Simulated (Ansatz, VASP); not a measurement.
# One calculation of V, two programs

Contents of INCAR:

```
  ALGO = Normal
  EDIFF = 1E-7
  ENCUT = 520
  ISIF = 2
  ISMEAR = 0
  ISPIN = 2
  LASPH = True
  LCHARG = False
  LMAXMIX = 4
  LORBIT = 11
  LREAL = False
  LWAVE = False
  MAGMOM = 1 -1
  NBANDS = 24
  NELM = 150
  PREC = Accurate
  SIGMA = 0.05
```

Contents of KPOINTS:

```
k-points
0
Gamma
  20 20 10
```

File POSCAR:

```
V
1.0
    0.0000000000      2.9256211068      0.0000000000
    2.9256211068      0.0000000000      0.0000000000
    2.9256211068      2.9256211068     -2.9256211068
V
2
Direct
    0.0000000000      0.0000000000      0.0000000000
    0.0000000000      0.0000000000      0.5000000000
```

Input for Ansatz:

```yaml
crystal:
  lattice:
    - [0.0, 2.9256211068, 0.0]
    - [2.9256211068, 0.0, 0.0]
    - [2.9256211068, 2.9256211068, -2.9256211068]
  atoms:
    - { symbol: V, position: [0.0, 0.0, 0.0], spin: 1.0 }
    - { symbol: V, position: [0.0, 0.0, 0.5], spin: -1.0 }
basis:
  ecutwfc: 600
  ecutrho_ratio: 5
kpoints:
  mp_grid: { grid: [20, 20, 10] }
hamiltonian:
  xc: lda
scf:
  occupations: { method: gaussian, width: 0.05 }
output:
  forces: true
  stress: true
  eigenvalues: true
  populations: true
magnetization:
  spin_polarized: true
```

Alike in both runs: task single point; functional LDA; k mesh 20 × 20 × 10; occupations gaussian, width 0.05 eV; collinear spin.

```csv
,VASP,Ansatz
version,VASP 6.6.1,Ansatz 0.2.0
potentials or method,"VASP PAW LDA potentials, release 64 (V_sv), cutoff 520 eV","scalar-relativistic, plane waves, PAW"
valence electrons in the cell,26,26
```

VASP gave:

| Property | Result |
| --- | --- |
| pressure (GPa) | 0.6 |
| net moment per atom (μB) | 0.00 |

Problem. Which values does Ansatz return?

Solution. Pressure (GPa): 0.1; net moment per atom (μB): 0.00.

LDA's correlation is that of Perdew and Zunger in VASP and of Perdew and Wang (1992) in Ansatz. Ansatz's warnings: seeded moment not kept.
